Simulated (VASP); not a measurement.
# HfB (Fm-3m) in VASP: notebook

HfB is run at these levels: LDA; tasks: single point, relaxation of cell and atoms.

Everything below comes from runs of VASP 6.6.1. Logs are shortened: lines on timing, memory, paths and dates and some standing lists are left out, and cuts for length are marked.

### 1 The cell of the first run

The structure is cubic, space group Fm-3m (No. 225). Conventional cell: a = 4.748 Å, b = 4.748 Å, c = 4.748 Å, α = 90.00°, β = 90.00°, γ = 90.00°. Within 3.1 Å of Hf (site symmetry m-3m) lie 6 B at 2.37 Å. B (site symmetry m-3m) has 6 Hf at 2.37 Å within 3.1 Å.

### 2 Single point, LDA

File INCAR:

```
PREC = Accurate ; ENCUT = 500
EDIFF = 1E-6 ; ISMEAR = 1
SIGMA = 0.1 ; LREAL = False
LASPH = True ; NELM = 120
ALGO = Normal ; ISIF = 2
LWAVE = False ; LCHARG = False
GGA = CA ; NBANDS = 14
GGA_COMPAT = False
```

File KPOINTS:

```
Automatic mesh
0
Gamma
  7 7 7
```

File POSCAR:

```
HfB
1.0
    0.0000000000      2.3737605419      2.3737605419
    2.3737605419      0.0000000000      2.3737605419
    2.3737605419      2.3737605419      0.0000000000
Hf B
1 1
Direct
    0.0000000000      0.0000000000      0.0000000000
    0.5000000000      0.5000000000      0.5000000000
```

Potentials or basis: VASP PAW LDA potentials, release 64 (Hf_pv, B).

Run with:

```bash
> cat potpaw_LDA.64/Hf_pv/POTCAR potpaw_LDA.64/B/POTCAR > POTCAR
> mpirun -np 1 vasp_std > vasp.out
```

OUTCAR:

```text
PREC = Accurate
   ENCUT = 500
   EDIFF = 1E-6
   ISMEAR = 1
   LREAL = False
   LASPH = True
   NELM = 120
   ISIF = 2
   GGA = CA

 ion  position               nearest neighbor table
   1  0.000  0.000  0.000-   2 2.37   2 2.37   2 2.37   2 2.37   2 2.37   2 2.37
   2  0.500  0.500  0.500-   1 2.37   1 2.37   1 2.37   1 2.37   1 2.37   1 2.37

  LATTYP: Found a face centered cubic cell.
 ALAT       =     4.7475210838

  Lattice vectors:

 A1 = (   0.0000000000,   2.3737605419,   2.3737605419)
 A2 = (   2.3737605419,   0.0000000000,   2.3737605419)
 A3 = (   2.3737605419,   2.3737605419,   0.0000000000)

Analysis of symmetry for initial positions (statically):
=====================================================================
 Subroutine PRICEL returns:
 Original cell was already a primitive cell.

 Routine SETGRP: Setting up the symmetry group for a
 face centered cubic supercell.

 Subroutine GETGRP returns: Found 48 space group operations
 (whereof 48 operations were pure point group operations)
 out of a pool of 48 trial point group operations.

The static configuration has the point symmetry O_h .

Analysis of symmetry for dynamics (positions and initial velocities):
=====================================================================
 Subroutine PRICEL returns:
 Original cell was already a primitive cell.

 Routine SETGRP: Setting up the symmetry group for a
 face centered cubic supercell.

 Subroutine GETGRP returns: Found 48 space group operations
 (whereof 48 operations were pure point group operations)
 out of a pool of 48 trial point group operations.

The dynamic configuration has the point symmetry O_h .

 Subroutine INISYM returns: Found 48 space group operations
 (whereof 48 operations are pure point group operations),
 and found     1 'primitive' translations

----------------------------------------------------------------------------------------

                                     Primitive cell

  volume of cell :      26.7510

  direct lattice vectors                    reciprocal lattice vectors
     0.000000000  2.373760542  2.373760542    -0.210636242  0.210636242  0.210636242
     2.373760542  0.000000000  2.373760542     0.210636242 -0.210636242  0.210636242
     2.373760542  2.373760542  0.000000000     0.210636242  0.210636242 -0.210636242

  length of vectors
     3.357004352  3.357004352  3.357004352     0.364832673  0.364832673  0.364832673

  position of ions in fractional coordinates (direct lattice)
     0.000000000  0.000000000  0.000000000
     0.500000000  0.500000000  0.500000000

  ion indices of the primitive-cell ions
   primitive index   ion index
                 1           1
                 2           2

----------------------------------------------------------------------------------------

 KPOINTS: Automatic mesh

Automatic generation of k-mesh.
 Grid dimensions read from file:
 generate k-points for:    7    7    7

 Generating k-lattice:

  Cartesian coordinates                     Fractional coordinates (reciprocal lattice)
    -0.030090892  0.030090892  0.030090892     0.142857143  0.000000000  0.000000000
     0.030090892 -0.030090892  0.030090892     0.000000000  0.142857143  0.000000000
     0.030090892  0.030090892 -0.030090892     0.000000000  0.000000000  0.142857143

  Length of vectors
     0.052118953  0.052118953  0.052118953

  Shift w.r.t. Gamma in fractional coordinates (k-lattice)
     0.000000000  0.000000000  0.000000000

 Subroutine IBZKPT returns following result:
 ===========================================

 Found     20 irreducible k-points:

 Following reciprocal coordinates:
            Coordinates               Weight
  0.000000  0.000000  0.000000      1.000000
  0.142857  0.000000  0.000000      8.000000
  0.285714  0.000000  0.000000      8.000000
  0.428571  0.000000  0.000000      8.000000
  0.142857  0.142857  0.000000      6.000000
  0.285714  0.142857  0.000000     24.000000
[... 12 lines left out ...]
 -0.428571  0.428571  0.142857     24.000000
 -0.285714  0.428571  0.142857     24.000000
   k-points           NKPTS =     20   k-points in BZ     NKDIM =     20   number of bands    NBANDS=     14
   number of dos      NEDOS =    301   number of ions     NIONS =      2
   total plane-waves  NPLWV =  13824
   dimension x,y,z NGX =    24 NGY =   24 NGZ =   24
   dimension x,y,z NGXF=    48 NGYF=   48 NGZF=   48
   ions per type =               1   1
   NGX,Y,Z   is equivalent  to a cutoff of  11.89, 11.89, 11.89 a.u.
   NGXF,Y,Z  is equivalent  to a cutoff of  23.77, 23.77, 23.77 a.u.
 SYSTEM =  unknown system
   PREC   = accura    normal or accurate (medium, high low for compatibility)
   ISTART =      0    job   : 0-new  1-cont  2-samecut
   ICHARG =      2    charge: 1-file 2-atom 10-const
   ISPIN  =      1    spin polarized calculation?
   LNONCOLLINEAR =      F non collinear calculations
   LSORBIT =      F    spin-orbit coupling
   LASPH  =      T    aspherical Exc in radial PAW
   ENCUT  =  500.0 eV  36.75 Ry    6.06 a.u.   6.12  6.12  6.12*2*pi/ulx,y,z
   NELM   =    120;   NELMIN=  2; NELMDL= -5     # of ELM steps
   EDIFF  = 0.1E-05   stopping-criterion for ELM
   LREAL  =      F    real-space projection
[... 7 lines left out ...]
   TEBEG  =    0.0;   TEEND  =   0.0 temperature during run
   PSTRESS=    0.0 pullay stress
   NELECT =      13.0000    total number of electrons
   NUPDOWN=      -1.0000    fix difference up-down
   EMIN   =  10.00;   EMAX   =-10.00  energy-range for DOS
   EFERMI =   0.00;   METHOD = LEGACY
   ISMEAR =     1;   SIGMA  =   0.10  broadening in eV -4-tet -1-fermi 0-gaus
   EFERMI_NEDOS =   21; number of points for ismear=-14 and -15
   IALGO  =     38    algorithm
   IMIX   =      4    mixing-type and parameters
     AMIX     =   0.40;   BMIX     =  1.00
     AMIX_MAG =   1.60;   BMIX_MAG =  1.00
  volume/ion in A,a.u.               =      13.38        90.26
  Fermi-wavevector in a.u.,A,eV,Ry     =   1.287090  2.432248 22.539434  1.656602
  Thomas-Fermi vector in A             =   2.419126
   LORBIT       =      0    0 simple, 1 ext, 2 COOP (PROOUT), +10 PAW based schemes
   GGA     = CA    functional components
   LHFCALC =     F    Hartree Fock is set to
   AEXX    =    0.0000 exact exchange contribution
   IVDW    =     0    specifies the selected vdW correction
   LEPSILON=     F    determine dielectric tensor
   LRPA    =     F    only Hartree local field effects (RPA)
 non-spin polarized calculation
 Methfessel and Paxton  Order N= 1 SIGMA  =   0.10
  energy-cutoff  :      500.00
  volume of cell :       26.75
 maximum number of plane-waves:       688
   NGX = 13   NGY = 13   NGZ = 13

 number of electron      13.0000000 magnetization

 Free energy of the ion-electron system (eV)
  ---------------------------------------------------
  ext. energy  EPLUGINS =         0.00000000
  ---------------------------------------------------
  free energy    TOTEN  =       -18.97998912 eV

  energy without entropy =      -18.98013770  energy(sigma->0) =      -18.98003864

 E-fermi :   4.5234     XC(G=0): -12.0727

 val. band max:        4.5171389283   @ k =   0.2857   0.2857   0.0000
 cond. band min:       4.5754234424   @ k =  -0.1429   0.1429   0.0000
 fundamental gap:      0.0582845141
 Fermi energy:         4.5233916914

 k-point     1 :       0.0000    0.0000    0.0000
  band No.  band energies     occupation
      1     -24.0245      2.00000
      2     -24.0245      2.00000
      3     -24.0245      2.00000
      4      -4.6176      2.00000
      5       6.5905      0.00000
      6       6.5905      0.00000
      7       6.5905      0.00000
      8       8.2887      0.00000
      9       8.2887      0.00000
     10       8.2887      0.00000
     11       8.4122      0.00000
     12       8.4122      0.00000
     13      16.0044      0.00000
     14      16.4406      0.00000

 k-point     2 :       0.1429    0.0000    0.0000
  band No.  band energies     occupation
      1     -24.1332      2.00000
      2     -24.0361      2.00000
      3     -24.0361      2.00000
      4      -4.0928      2.00000
      5       5.1658     -0.00000
      6       5.7600     -0.00000
      7       5.7600     -0.00000
      8       7.3863      0.00000
      9       7.3863      0.00000
     10       8.8874      0.00000
     11      11.2060      0.00000
     12      11.2060      0.00000
     13      17.0143      0.00000
     14      17.2717      0.00000

 k-point     3 :       0.2857    0.0000    0.0000
  band No.  band energies     occupation
      1     -24.3688      2.00000
      2     -24.0620      2.00000
      3     -24.0620      2.00000
      4      -2.7005      2.00000
      5       3.0756      2.00000
      6       4.2249      2.00020
      7       4.2249      2.00020
      8       8.6258      0.00000
      9       8.6258      0.00000
     10       9.5310      0.00000
     11      14.4009      0.00000
     12      14.4009      0.00000
     13      16.5815      0.00000
     14      18.3080      0.00000
[... 256 lines left out ...]
 k-point    19 :      -0.4286    0.4286    0.1429
  band No.  band energies     occupation
      1     -24.4647      2.00000
      2     -24.2701      2.00000
      3     -24.2065      2.00000
      4      -1.2966      2.00000
      5       2.8658      2.00000
      6       3.4093      2.00000
      7       4.6109     -0.01350
      8       7.8182      0.00000
      9      10.9684      0.00000
     10      11.6413      0.00000
     11      11.7467      0.00000
     12      14.7202      0.00000
     13      17.4884      0.00000
     14      18.3374      0.00000

 k-point    20 :      -0.2857    0.4286    0.1429
  band No.  band energies     occupation
      1     -24.3978      2.00000
      2     -24.3685      2.00000
      3     -24.1952      2.00000
      4      -0.8232      2.00000
      5       2.4565      2.00000
      6       3.2787      2.00000
      7       4.0029      2.00000
      8       8.7342      0.00000
      9      10.0663      0.00000
     10      11.7362      0.00000
     11      12.4643      0.00000
     12      14.7060      0.00000
     13      18.3057      0.00000
     14      19.1829      0.00000

------------------------ aborting loop because EDIFF is reached ----------------------------------------

  FORCE on cell =-STRESS in cart. coord.  units (eV):
  Direction    XX          YY          ZZ          XY          YZ          ZX
  --------------------------------------------------------------------------------------
  -------------------------------------------------------------------------------------
  Total        0.1804185      0.1804185      0.1804185      0.0000000      0.0000000      0.0000000
  in kB       10.8056509     10.8056509     10.8056509      0.0000000      0.0000000      0.0000000
  external PRESSURE =      10.8056509 kB  Pullay stress =       0.0000000 kB

 VOLUME and BASIS-vectors are now :
 -----------------------------------------------------------------------------
  energy-cutoff  :      500.00
  volume of cell :       26.75
      direct lattice vectors                 reciprocal lattice vectors
     0.000000000  2.373760542  2.373760542    -0.210636242  0.210636242  0.210636242
     2.373760542  0.000000000  2.373760542     0.210636242 -0.210636242  0.210636242
     2.373760542  2.373760542  0.000000000     0.210636242  0.210636242 -0.210636242

 POSITION                                       TOTAL-FORCE (eV/Angst)
 -----------------------------------------------------------------------------------
      0.00000      0.00000      0.00000         0.000000      0.000000     -0.000000
      2.37376      2.37376      2.37376         0.000000      0.000000      0.000000
 -----------------------------------------------------------------------------------
    total drift:                                0.000000     -0.000000     -0.000000

  FREE ENERGIE OF THE ION-ELECTRON SYSTEM (eV)
  ---------------------------------------------------
  free  energy   TOTEN  =       -18.9799891169 eV

  energy  without entropy=      -18.9801376969  energy(sigma->0) =      -18.98003864
```

Wall time 4.9 s (1 thread of Intel Xeon 8259CL, shared host); peak memory 0.13 GiB.

What came out:

| Item | Value |
| --- | --- |
| Free energy | -18.9800 eV |
| Pressure | 1.1 GPa |
| Band gap on the k mesh | zero (an odd number of electrons rules out a gap without spin polarisation) |

Caveat: spin-orbit coupling is left out, which moves the levels of the heavy elements; an odd number of electrons without spin polarisation forces a metal; a magnetic or distorted state may lie lower.

(Continued in part 2 of 2.)

The gap in the log of VASP goes by the Fermi energy; the results here count the filled bands.